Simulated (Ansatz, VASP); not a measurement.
# One calculation of CdSe, two programs

```
Cd Se
1.0
     4.16709    0.00000    0.00000
    -2.08355    3.60881    0.00000
     0.00000    0.00000    6.79358
Cd Se
2 2
Cartesian
  0.0000 2.4059 -0.0023
  2.0835 1.2029 3.3945
  0.0000 2.4059 2.5499
  2.0835 1.2029 5.9467
```

Change from the starting cell: hydrostatic strain -4.0%.

Alike in both runs: task single point; functional PBE; k mesh 12 × 12 × 4; occupations fermi-dirac, width 0.02 eV; no spin polarisation.

|  | VASP | Ansatz |
| --- | --- | --- |
| version | VASP 6.6.1 | Ansatz 0.2.0 |
| potentials or method | VASP PAW PBE potentials, release 64 (Cd, Se) | plane waves, PAW |
| plane-wave cutoff (eV) | 500 | 420 |
| valence electrons in the cell | 36 | 72 |

Ansatz gave:

```
gap on the k mesh at the Fermi level (eV)                     : 0.88
pressure (GPa)                                                : 9.7
traceless stress, the component that is largest in VASP (GPa) : 0.15
```

Q: Estimate VASP's values.

A: gap on the k mesh at the Fermi level (eV): 0.88; pressure (GPa): 10.2; traceless stress, the component that is largest in VASP (GPa): 0.15.

VASP's potentials hold 36 valence electrons a cell and Ansatz's 72, so a difference there can come from the potentials and not from the codes.
